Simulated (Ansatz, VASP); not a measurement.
HfO2: VASP beside Ansatz

```xyz
12
Lattice="5.1180 0.0000 0.0000 0.0000 5.1857 0.0000 -0.8587 0.0000 5.2139" Properties=species:S:1:pos:R:3 pbc="T T T"
Hf    1.2314    0.2059    1.0845
Hf    3.4573    2.7987    1.5224
Hf    3.0279    4.9798    4.1294
Hf    0.8021    2.3870    3.6914
O     1.8842    3.9313    2.5032
O     2.8045    1.3384    0.1038
O     2.3751    1.2544    2.7107
O     1.4549    3.8473    5.1101
O     0.0821    1.7196    1.8076
O     4.6066    4.3124    0.7993
O     4.1773    3.4661    3.4062
O    -0.3473    0.8733    4.4146
```

Alike in both runs: task single point; functional PBE; k mesh 4 × 4 × 4; no spin polarisation.

|  | VASP | Ansatz |
| --- | --- | --- |
| version | VASP 6.6.1 | Ansatz 0.2.0 |
| potentials or method | VASP PAW PBE potentials, release 64 (Hf_pv, O), cutoff 520 eV | scalar-relativistic, plane waves, PAW |
| occupations | gaussian, width 0.01 eV | fixed |
| valence electrons in the cell | 88 | 152 |

Ansatz gave:

| Item | Value |
| --- | --- |
| gap on the k mesh at the Fermi level (eV) | 4.15 |
| least direct gap on the mesh (eV) | 4.25 |

Problem. Estimate VASP's values.

Solution. gap on the k mesh at the Fermi level (eV): 4.11; least direct gap on the mesh (eV): 4.20.

VASP's potentials hold 88 valence electrons a cell and Ansatz's 152, so a difference there can come from the potentials and not from the codes.

Spin-orbit coupling is off throughout.
